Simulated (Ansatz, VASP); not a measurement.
## One calculation of LiF, two programs

```
Li F
1.0
     2.92883    0.00000    0.00000
    -1.46441    2.53644    0.00000
     0.00000    0.00000    4.18910
Li F
2 2
Cartesian
  0.0000 1.6910 1.6085
  1.4644 0.8455 3.7031
  0.0000 1.6910 4.1515
  1.4644 0.8455 2.0569
```

Alike in both runs: task single point; functional LDA; k mesh 9 × 9 × 6; occupations gaussian, width 0.05 eV; no spin polarisation.

|  | VASP | Ansatz |
| --- | --- | --- |
| version | VASP 6.6.1 | Ansatz 0.2.0 |
| potentials or method | VASP PAW LDA potentials, release 64 (Li_sv, F), cutoff 520 eV | scalar-relativistic, plane waves, PAW |
| valence electrons in the cell | 20 | 20 |

```csv
,VASP,Ansatz,Ansatz less VASP
gap on the k mesh at the Fermi level (eV),8.76,8.78,+0.018
least direct gap on the mesh (eV),8.76,8.78,+0.018
rms of the force components (eV/Å),0.492,0.480,-0.0123
```

LDA's correlation is that of Perdew and Zunger in VASP and of Perdew and Wang (1992) in Ansatz. Atom by atom the forces differ by 0.012 eV/Å (rms over components).

Noted on VASP's run: the cutoff is short for stress, so the pressure is rough.
